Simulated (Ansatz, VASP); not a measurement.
MgS in VASP and in Ansatz

Contents of INCAR:

```
ALGO = Normal
EDIFF = 1E-6
ENCUT = 600
GGA = PS
GGA_COMPAT = F
ISIF = 2
ISMEAR = 0
LASPH = T
LCHARG = F
LREAL = F
LWAVE = F
NBANDS = 11
NELM = 120
PREC = Accurate
SIGMA = 0.1
```

File KPOINTS:

```
k-points
0
Gamma
  6 6 6
```

File POSCAR:

```
MgS
1.0
    0.0000000000      2.8300000000      2.8300000000
    2.8300000000      0.0000000000      2.8300000000
    2.8300000000      2.8300000000      0.0000000000
Mg S
1 1
Direct
    0.0000000000      0.0000000000      0.0000000000
    0.2500000000      0.2500000000      0.2500000000
```

Input for Ansatz:

```yaml
crystal:
  lattice:
    - [0.0, 2.83, 2.83]
    - [2.83, 0.0, 2.83]
    - [2.83, 2.83, 0.0]
  atoms:
    - { symbol: Mg, position: [0.0, 0.0, 0.0] }
    - { symbol: S, position: [0.25, 0.25, 0.25] }
basis:
  ecutwfc: 420
kpoints:
  mp_grid: { grid: [6, 6, 6] }
hamiltonian:
  xc: pbesol
  pseudopotentials: { kind: paw, azcp: { folder: soft_1 } }
scf:
  occupations: { method: gaussian, width: 0.1 }
output:
  forces: true
  stress: true
  eigenvalues: true
```

Alike in both runs: task single point; functional PBEsol; k mesh 6 × 6 × 6; occupations gaussian, width 0.1 eV; no spin polarisation.

|  | VASP | Ansatz |
| --- | --- | --- |
| version | VASP 6.6.1 | Ansatz 0.2.0 |
| potentials or method | VASP PAW PBE potentials, release 64 (Mg, S), cutoff 600 eV | scalar-relativistic, plane waves, PAW |
| valence electrons in the cell | 8 | 16 |

```tsv
	VASP	Ansatz	Ansatz less VASP
gap on the k mesh at the Fermi level (eV)	3.30	3.30	-0.002
least direct gap on the mesh (eV)	3.30	3.30	-0.002
pressure (GPa)	-0.3	-0.3	+0.07
```

VASP's potentials were made for PBE, not for PBEsol, and Ansatz warns of the same on its side. VASP's potentials hold 8 valence electrons a cell and Ansatz's 16, so a difference there can come from the potentials and not from the codes.
